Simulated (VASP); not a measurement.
Runs of VASP 6.6.1 on Rh. The structure is that of space group P6_3/mmc (No. 194), or close to it. The cells are those of the table. This isn't the form of Rh at room conditions, which is fcc.

| cell | further INCAR settings | gap on the mesh (eV) | pressure (GPa) |
| --- | --- | --- | --- |
| a = 2.904, b = 2.904, c = 4.156 Å, angles 90.0, 90.0, 120.0°, 2 atoms | ALGO = Fast; EDIFF = 1e-06; NBANDS = 22 | none | -21.2 |
| a = 2.796, b = 2.796, c = 4.502 Å, angles 90.0, 90.0, 120.0°, 2 atoms | ALGO = Fast; EDIFF = 1e-07; NBANDS = 22 | none | -25.3 |
| a = 2.796, b = 2.796, c = 4.675 Å, angles 90.0, 90.0, 120.0°, 2 atoms | ALGO = Fast; EDIFF = 1e-06; NBANDS = 22 | none | (a) |
| a = 2.796, b = 2.796, c = 4.156 Å, angles 90.0, 90.0, 120.0°, 2 atoms | ALGO = Fast; EDIFF = 1e-06; NBANDS = 22 | none | (c) |
| a = 2.689, b = 2.689, c = 4.675 Å, angles 90.0, 90.0, 120.0°, 2 atoms | ALGO = Fast; EDIFF = 1e-07; NBANDS = 22 | none | -17.3 |
| a = 2.796, b = 2.796, c = 4.329 Å, angles 90.0, 90.0, 120.0°, 2 atoms | ALGO = Fast; EDIFF = 1e-06; NBANDS = 22 | none | -18.0 |
| a = 2.904, b = 2.904, c = 4.329 Å, angles 90.0, 90.0, 120.0°, 2 atoms | ALGO = Fast; EDIFF = 1e-06; NBANDS = 22 | none | (b) |
| a = 2.904, b = 2.904, c = 3.983 Å, angles 90.0, 90.0, 120.0°, 2 atoms | ALGO = Fast; EDIFF = 1e-07; NBANDS = 22 | none | -10.4 |
| a = 2.689, b = 2.689, c = 4.502 Å, angles 90.0, 90.0, 120.0°, 2 atoms | ALGO = Fast; EDIFF = 1e-06; NBANDS = 22 | none | -10.0 |
| a = 2.904, b = 2.904, c = 4.502 Å, angles 90.0, 90.0, 120.0°, 2 atoms | ALGO = Fast; EDIFF = 1e-06; NBANDS = 22 | none | -33.8 |

Alike in all rows: task single point; level PBEsol; potentials or basis VASP PAW PBE potentials, release 64 (Rh_pv); no spin polarisation; k mesh 24 × 24 × 14; cutoff (eV) 520; smearing gaussian 0.15 eV.

Question: Fill in the values left out.

Answer: (a) -30.2; (b) -28.8; (c) -7.7.

Caveats: the PAW data sets were made with another functional, which shifts forces and pressure a little; the cell stands under tension (at least some runs); the stress differs along the axes, from -27 to -9 GPa (at least some runs); the stress differs along the axes, from -34 to -28 GPa (at least some runs); the stress differs along the axes, from -14 to 5 GPa (at least some runs); the stress differs along the axes, from -28 to -12 GPa (at least some runs); the stress differs along the axes, from -21 to -13 GPa (at least some runs).

A k mesh can miss the band edges, and the runs leave out spin-orbit coupling on Rh.

A gap of «none» marks levels without a gap at the run's occupations.
